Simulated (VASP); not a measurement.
P:

```
CELL_PARAMETERS angstrom
0.00000 1.94000 1.94000
1.94000 0.00000 1.94000
1.94000 1.94000 0.00000
ATOMIC_POSITIONS crystal
P 0.00000 0.00000 0.00000
```

This isn't the form of P at room conditions, which is orthorhombic.

* Program: VASP 6.6.1
* Task: relaxation of cell and atoms
* Functional: LDA
* Potentials or basis: VASP PAW LDA potentials, release 64 (P)
* Cutoff: 500 eV
* k mesh: 19 × 19 × 19
* Occupations: fermi-dirac, width 0.02 eV
* Spin: no spin polarisation

At the start: pressure -4.7 GPa; volume 14.60 Å³/atom.

Q: How do energy, volume and symmetry change on relaxing?

A: Over 3 steps the energy falls by 10.3 meV/atom and the volume is 13.92 Å³/atom (-4.6 %); space group Fm-3m (No. 225, to 0.1 Å) before and after.

Step by step:
```
step  energy change (eV)  largest force (eV/Å)  pressure (GPa)  volume (Å³)
   1              0.0000                0.0000           -4.74        14.60
   2             -0.0092                0.0000            1.67        13.71
   3             -0.0103                0.0000            0.00        13.92
```

Final structure:
```
P
1.0
     0.00000    1.90947    1.90947
     1.90947    0.00000    1.90947
     1.90947    1.90947    0.00000
P
1
Direct
  0.00000 0.00000 0.00000
```
